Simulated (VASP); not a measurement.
# AlN (P6_3mc) in VASP: single point with LDA

Aim: the single point of AlN with LDA.

Everything below comes from runs of VASP 6.6.1. Logs are shortened: lines on timing, memory, paths and dates and some standing lists are left out, and cuts for length are marked.

### Step 1. The cell of the first run

It takes space group P6_3mc (No. 186, hexagonal). Conventional cell: a = 3.113 Å, b = 3.113 Å, c = 4.981 Å, α = 90.00°, β = 90.00°, γ = 120.00°. Within 2.5 Å of Al (site symmetry 3m) lie 4 N at 1.89 Å. N (site symmetry 3m) has 4 Al at 1.89 Å within 2.5 Å.

### Step 2. Single point, LDA

INCAR reads:

```
SYSTEM = AlN
PREC = Accurate
ENCUT = 600
EDIFF = 1E-6
ISMEAR = 0
SIGMA = 0.01
LREAL = .False.
LASPH = .True.
NELM = 120
ALGO = Normal
ISIF = 2
LWAVE = .False.
LCHARG = .True.
LELF = .True.
LVHAR = .True.
NBANDS = 16
GGA_COMPAT = .False.
```

KPOINTS reads:

```
Automatic mesh
0
Gamma
  7 7 4
  0 0 0
```

POSCAR reads:

```
AlN
1.0
    3.1130000000      0.0000000000      0.0000000000
   -1.5565000000      2.6959370820      0.0000000000
    0.0000000000      0.0000000000      4.9810000000
Al N
2 2
Direct
    0.3333330000      0.6666670000      0.0000000000
    0.6666670000      0.3333330000      0.5000000000
    0.3333330000      0.6666670000      0.3800000000
    0.6666670000      0.3333330000      0.8800000000
```

Potentials or basis: VASP PAW LDA potentials, release 64 (Al, N).

Run with:

```
$ cat potpaw_LDA.64/Al/POTCAR potpaw_LDA.64/N/POTCAR > POTCAR
$ mpirun -np 1 vasp_std > vasp.out
```

OUTCAR:

```text
SYSTEM = AlN
   PREC = Accurate
   ENCUT = 600
   EDIFF = 1E-6
   ISMEAR = 0
   LREAL = .False.
   LASPH = .True.
   NELM = 120
   ISIF = 2

 ion  position               nearest neighbor table
   1  0.333  0.667  0.000-   3 1.89   4 1.89   4 1.89   4 1.89   2 3.07   2 3.07   2 3.07   2 3.07
                             2 3.07   2 3.07
   2  0.667  0.333  0.500-   4 1.89   3 1.89   3 1.89   3 1.89   1 3.07   1 3.07   1 3.07   1 3.07
                             1 3.07   1 3.07
   3  0.333  0.667  0.380-   1 1.89   2 1.89   2 1.89   2 1.89
   4  0.667  0.333  0.880-   2 1.89   1 1.89   1 1.89   1 1.89

  LATTYP: Found a hexagonal cell.
 ALAT       =     3.1130000000
 C/A-ratio  =     1.6000642467

  Lattice vectors:

 A1 = (   3.1130000000,   0.0000000000,   0.0000000000)
 A2 = (  -1.5565000000,   2.6959370820,   0.0000000000)
 A3 = (   0.0000000000,   0.0000000000,   4.9810000000)

Analysis of symmetry for initial positions (statically):
=====================================================================
 Subroutine PRICEL returns:
 Original cell was already a primitive cell.

 Routine SETGRP: Setting up the symmetry group for a
 hexagonal supercell.

 Subroutine GETGRP returns: Found 12 space group operations
 (whereof  6 operations were pure point group operations)
 out of a pool of 24 trial point group operations.

The static configuration has the point symmetry C_3v.
 The point group associated with its full space group is C_6v.

Analysis of symmetry for dynamics (positions and initial velocities):
=====================================================================
 Subroutine PRICEL returns:
 Original cell was already a primitive cell.

 Routine SETGRP: Setting up the symmetry group for a
 hexagonal supercell.

 Subroutine GETGRP returns: Found 12 space group operations
 (whereof  6 operations were pure point group operations)
 out of a pool of 24 trial point group operations.

The dynamic configuration has the point symmetry C_3v.
 The point group associated with its full space group is C_6v.

 Subroutine INISYM returns: Found 12 space group operations
 (whereof  6 operations are pure point group operations),
 and found     1 'primitive' translations

----------------------------------------------------------------------------------------

                                     Primitive cell

  volume of cell :      41.8028

  direct lattice vectors                    reciprocal lattice vectors
     3.113000000  0.000000000  0.000000000     0.321233537  0.185464269  0.000000000
    -1.556500000  2.695937082  0.000000000     0.000000000  0.370928538  0.000000000
     0.000000000  0.000000000  4.981000000     0.000000000  0.000000000  0.200762899

  length of vectors
     3.113000000  3.113000000  4.981000000     0.370928538  0.370928538  0.200762899

  position of ions in fractional coordinates (direct lattice)
     0.333333000  0.666667000  0.000000000
     0.666667000  0.333333000  0.500000000
     0.333333000  0.666667000  0.380000000
     0.666667000  0.333333000  0.880000000

  ion indices of the primitive-cell ions
   primitive index   ion index
                 1           1
                 2           2
                 3           3
                 4           4

----------------------------------------------------------------------------------------

 KPOINTS: Automatic mesh

Automatic generation of k-mesh.
 Grid dimensions read from file:
 generate k-points for:    7    7    4

 Generating k-lattice:

  Cartesian coordinates                     Fractional coordinates (reciprocal lattice)
     0.045890505  0.026494896  0.000000000     0.142857143  0.000000000  0.000000000
     0.000000000  0.052989791  0.000000000     0.000000000  0.142857143  0.000000000
     0.000000000  0.000000000  0.050190725     0.000000000  0.000000000  0.250000000

  Length of vectors
     0.052989791  0.052989791  0.050190725

  Shift w.r.t. Gamma in fractional coordinates (k-lattice)
     0.000000000  0.000000000  0.000000000

 Subroutine IBZKPT returns following result:
 ===========================================

 Found     24 irreducible k-points:

 Following reciprocal coordinates:
            Coordinates               Weight
  0.000000  0.000000  0.000000      1.000000
  0.142857  0.000000  0.000000      6.000000
  0.285714  0.000000  0.000000      6.000000
  0.428571  0.000000  0.000000      6.000000
  0.142857  0.142857  0.000000      6.000000
  0.285714  0.142857  0.000000     12.000000
[... 16 lines left out ...]
  0.428571  0.142857  0.500000      6.000000
  0.285714  0.285714  0.500000      6.000000
   k-points           NKPTS =     24   k-points in BZ     NKDIM =     24   number of bands    NBANDS=     16
   number of dos      NEDOS =    301   number of ions     NIONS =      4
   total plane-waves  NPLWV =  31360
   dimension x,y,z NGX =    28 NGY =   28 NGZ =   40
   dimension x,y,z NGXF=    56 NGYF=   56 NGZF=   80
   ions per type =               2   2
   NGX,Y,Z   is equivalent  to a cutoff of  14.95, 14.95, 13.35 a.u.
   NGXF,Y,Z  is equivalent  to a cutoff of  29.91, 29.91, 26.70 a.u.
 SYSTEM =  AlN
   PREC   = accura    normal or accurate (medium, high low for compatibility)
   ISTART =      0    job   : 0-new  1-cont  2-samecut
   ICHARG =      2    charge: 1-file 2-atom 10-const
   ISPIN  =      1    spin polarized calculation?
   LNONCOLLINEAR =      F non collinear calculations
   LSORBIT =      F    spin-orbit coupling
   LASPH  =      T    aspherical Exc in radial PAW
   ENCUT  =  600.0 eV  44.10 Ry    6.64 a.u.   6.22  6.22  9.95*2*pi/ulx,y,z
   NELM   =    120;   NELMIN=  2; NELMDL= -5     # of ELM steps
   EDIFF  = 0.1E-05   stopping-criterion for ELM
   LREAL  =      F    real-space projection
   EDIFFG = 0.1E-04   stopping-criterion for IOM
   NSW    =      0    number of steps for IOM
   IBRION =     -1    ionic relax: 0-MD 1-quasi-New 2-CG
   NFREE  =      0    steps in history (QN), initial steepest desc. (CG)
   ISIF   =      2    stress and relaxation
   ISYM   =      2    0-nonsym 1-usesym 2-fastsym
   POTIM  = 0.5000    time-step for ionic-motion
   TEBEG  =    0.0;   TEEND  =   0.0 temperature during run
   PSTRESS=    0.0 pullay stress
   NELECT =      16.0000    total number of electrons
   NUPDOWN=      -1.0000    fix difference up-down
   EMIN   =  10.00;   EMAX   =-10.00  energy-range for DOS
   EFERMI =   0.00;   METHOD = LEGACY
   ISMEAR =     0;   SIGMA  =   0.01  broadening in eV -4-tet -1-fermi 0-gaus
   EFERMI_NEDOS =   21; number of points for ismear=-14 and -15
   IALGO  =     38    algorithm
   IMIX   =      4    mixing-type and parameters
     AMIX     =   0.40;   BMIX     =  1.00
     AMIX_MAG =   1.60;   BMIX_MAG =  1.00
  volume/ion in A,a.u.               =      10.45        70.52
  Fermi-wavevector in a.u.,A,eV,Ry     =   1.188629  2.246183 19.222843  1.412839
  Thomas-Fermi vector in A             =   2.324754
   LORBIT       =      0    0 simple, 1 ext, 2 COOP (PROOUT), +10 PAW based schemes
   GGA     = CA    functional components
   LHFCALC =     F    Hartree Fock is set to
   AEXX    =    0.0000 exact exchange contribution
   IVDW    =     0    specifies the selected vdW correction
   LEPSILON=     F    determine dielectric tensor
   LRPA    =     F    only Hartree local field effects (RPA)
 non-spin polarized calculation
 Gauss-broadening in eV      SIGMA  =   0.01
  energy-cutoff  :      600.00
  volume of cell :       41.80
 maximum number of plane-waves:      1412
 NGX is ok and might be reduce to    28
   NGX = 13   NGY = 13   NGZ = 19

 number of electron      16.0000000 magnetization

 Free energy of the ion-electron system (eV)
  ---------------------------------------------------
  ext. energy  EPLUGINS =         0.00000000
  ---------------------------------------------------
  free energy    TOTEN  =       -32.83058704 eV

  energy without entropy =      -32.83058704  energy(sigma->0) =      -32.83058704

 E-fermi :   5.9210     XC(G=0): -11.2417

 val. band max:        5.8575286116   @ k =   0.0000   0.0000   0.0000
 cond. band min:      10.1028801626   @ k =   0.0000   0.0000   0.0000
 fundamental gap:      4.2453515510
 Fermi energy:         5.9210387573

 k-point     1 :       0.0000    0.0000    0.0000
  band No.  band energies     occupation
      1      -9.1428      2.00000
      2      -6.9204      2.00000
      3      -0.1700      2.00000
      4       5.0219      2.00000
      5       5.0219      2.00000
      6       5.6788      2.00000
[... 8 lines left out ...]
     15      18.8044      0.00000
     16      18.8044      0.00000

 k-point     2 :       0.1429    0.0000    0.0000
  band No.  band energies     occupation
      1      -8.8807      2.00000
      2      -6.7746      2.00000
      3       0.1379      2.00000
      4       3.9134      2.00000
      5       4.6643      2.00000
      6       4.7123      2.00000
[... 8 lines left out ...]
     15      18.3427      0.00000
     16      18.6430      0.00000

 k-point     3 :       0.2857    0.0000    0.0000
  band No.  band energies     occupation
      1      -8.1668      2.00000
      2      -6.4621      2.00000
      3       1.0084      2.00000
      4       1.9277      2.00000
      5       3.0311      2.00000
      6       4.1771      2.00000
[... 8 lines left out ...]
     15      17.7617      0.00000
     16      19.4371      0.00000

 k-point     4 :       0.4286    0.0000    0.0000
  band No.  band energies     occupation
      1      -7.3094      2.00000
      2      -6.3532      2.00000
      3       0.5783      2.00000
      4       1.8590      2.00000
      5       2.1918      2.00000
      6       3.8269      2.00000
[... 8 lines left out ...]
     15      18.3508      0.00000
     16      20.9121      0.00000
[... 324 lines left out ...]
 k-point    22 :       0.2857    0.1429    0.5000
  band No.  band energies     occupation
      1      -6.9812      2.00000
      2      -6.9812      2.00000
      3       0.9693      2.00000
      4       0.9693      2.00000
      5       3.6254      2.00000
      6       3.6254      2.00000
[... 8 lines left out ...]
     15      18.9061      0.00000
     16      18.9061      0.00000

 k-point    23 :       0.4286    0.1429    0.5000
  band No.  band energies     occupation
      1      -6.6531      2.00000
      2      -6.6531      2.00000
      3       0.4390      2.00000
      4       0.4390      2.00000
      5       3.3375      2.00000
      6       3.3375      2.00000
[... 8 lines left out ...]
     15      19.3588      0.00000
     16      19.3588      0.00000

 k-point    24 :       0.2857    0.2857    0.5000
  band No.  band energies     occupation
      1      -6.5870      2.00000
      2      -6.5870      2.00000
      3       0.8741      2.00000
      4       0.8741      2.00000
      5       2.3705      2.00000
      6       2.3705      2.00000
[... 8 lines left out ...]
     15      19.2136      0.00000
     16      19.2136      0.00000

------------------------ aborting loop because EDIFF is reached ----------------------------------------

  FORCE on cell =-STRESS in cart. coord.  units (eV):
  Direction    XX          YY          ZZ          XY          YZ          ZX
  --------------------------------------------------------------------------------------
  -------------------------------------------------------------------------------------
  Total       -1.2449109     -1.2449109     -0.8008086      0.0000000      0.0000000      0.0000000
  in kB      -47.7137378    -47.7137378    -30.6926134      0.0000000      0.0000000      0.0000000
  external PRESSURE =     -42.0400297 kB  Pullay stress =       0.0000000 kB

 VOLUME and BASIS-vectors are now :
 -----------------------------------------------------------------------------
  energy-cutoff  :      600.00
  volume of cell :       41.80
      direct lattice vectors                 reciprocal lattice vectors
     3.113000000  0.000000000  0.000000000     0.321233537  0.185464269  0.000000000
    -1.556500000  2.695937082  0.000000000     0.000000000  0.370928538  0.000000000
     0.000000000  0.000000000  4.981000000     0.000000000  0.000000000  0.200762899

 POSITION                                       TOTAL-FORCE (eV/Angst)
 -----------------------------------------------------------------------------------
     -0.00000      1.79729      0.00000         0.000000      0.000000     -0.119648
      1.55650      0.89864      2.49050         0.000000     -0.000000     -0.119648
     -0.00000      1.79729      1.89278        -0.000000      0.000000      0.119648
      1.55650      0.89864      4.38328        -0.000000     -0.000000      0.119648
 -----------------------------------------------------------------------------------
    total drift:                               -0.000853      0.000493      0.000508

  FREE ENERGIE OF THE ION-ELECTRON SYSTEM (eV)
  ---------------------------------------------------
  free  energy   TOTEN  =       -32.8305870372 eV

  energy  without entropy=      -32.8305870372  energy(sigma->0) =      -32.83058704
```

Wall time 13 s (1 thread of Intel Xeon Platinum 8375C at 2.90GHz (Ice Lake), shared host); peak memory 0.15 GiB.

Results:

| Item | Value |
| --- | --- |
| Free energy | -32.8306 eV |
| Pressure | -4.2 GPa |
| Largest force | 0.120 eV/Å |
| Band gap on the k mesh | 4.25 eV, direct |

Forces in eV/Å, atoms in the order of the input:
```
Al   0.000  0.000 -0.120
Al   0.000  0.000 -0.120
N    0.000  0.000  0.120
N    0.000  0.000  0.120
```

Stress tensor (GPa, compression positive):
```
-4.77  0.00  0.00
 0.00 -4.77  0.00
 0.00  0.00 -3.07
```

Levels at points of the mesh, in eV from the valence-band top:
| k point | band 6 | band 7 | band 8 | band 9 | band 10 | band 11 |
| --- | --- | --- | --- | --- | --- | --- |
| (0.00, 0.00, 0.00) | -0.18 | -0.18 | 0.00 | 4.25 | 6.55 | 10.48 |
| (0.00, 0.00, 0.50) | -0.52 | -0.52 | -0.52 | 6.42 | 6.42 | 10.16 |
